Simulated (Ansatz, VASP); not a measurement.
# One calculation of KBr, two programs

The input INCAR:

```
SYSTEM = KBr
ALGO = Normal
EDIFF = 1E-6
ENCUT = 520
GGA = PE
ISIF = 2
ISMEAR = 0
LASPH = .True.
LCHARG = .False.
LREAL = .False.
LWAVE = .False.
NBANDS = 15
NELM = 80
PREC = Accurate
SIGMA = 0.05
```

File KPOINTS:

```
k-points
0
Gamma
  10 10 10
  0 0 0
```

The input POSCAR:

```
KBr
1.0
    0.0000000000      3.2925005703      3.2925005703
    3.2925005703      0.0000000000      3.2925005703
    3.2925005703      3.2925005703      0.0000000000
K Br
1 1
Direct
    0.0000000000      0.0000000000      0.0000000000
    0.5000000000      0.5000000000      0.5000000000
```

Input for Ansatz:

```yaml
crystal:
  lattice:
    - [0.0, 3.2925005703, 3.2925005703]
    - [3.2925005703, 0.0, 3.2925005703]
    - [3.2925005703, 3.2925005703, 0.0]
  atoms:
    - { symbol: K, position: [0.0, 0.0, 0.0] }
    - { symbol: Br, position: [0.5, 0.5, 0.5] }
basis:
  ecutwfc: 420
  ecutrho_ratio: 4
kpoints:
  mp_grid: { grid: [10, 10, 10] }
hamiltonian:
  xc: pbe
scf:
  occupations: { method: gaussian, width: 0.05 }
output:
  forces: true
  stress: true
  eigenvalues: true
  eigenstates:
    nscf_kmesh: { grid: [16, 16, 16] }
    de_dk: true
    e_range: [-2.5, 6.954002490797]
  write_density: true
  write_potential: true
  elf: true
  volumetric_format: npy
```

Alike in both runs: task single point; functional PBE; k mesh 10 × 10 × 10; occupations gaussian, width 0.05 eV; no spin polarisation.

```csv
,VASP,Ansatz
version,VASP 6.6.1,Ansatz 0.2.0
potentials or method,"VASP PAW PBE potentials, release 64 (K_sv, Br), cutoff 520 eV","scalar-relativistic, plane waves, PAW"
valence electrons in the cell,16,16
```

VASP gave:

- gap on the k mesh at the Fermi level (eV): 4.45
- least direct gap on the mesh (eV): 4.45
- pressure (GPa): 0.9

What did Ansatz give for the same quantities?

gap on the k mesh at the Fermi level (eV): 4.45; least direct gap on the mesh (eV): 4.45; pressure (GPa): 0.8.

The functional is the same, so the differences come from potentials, cutoffs and numerics.
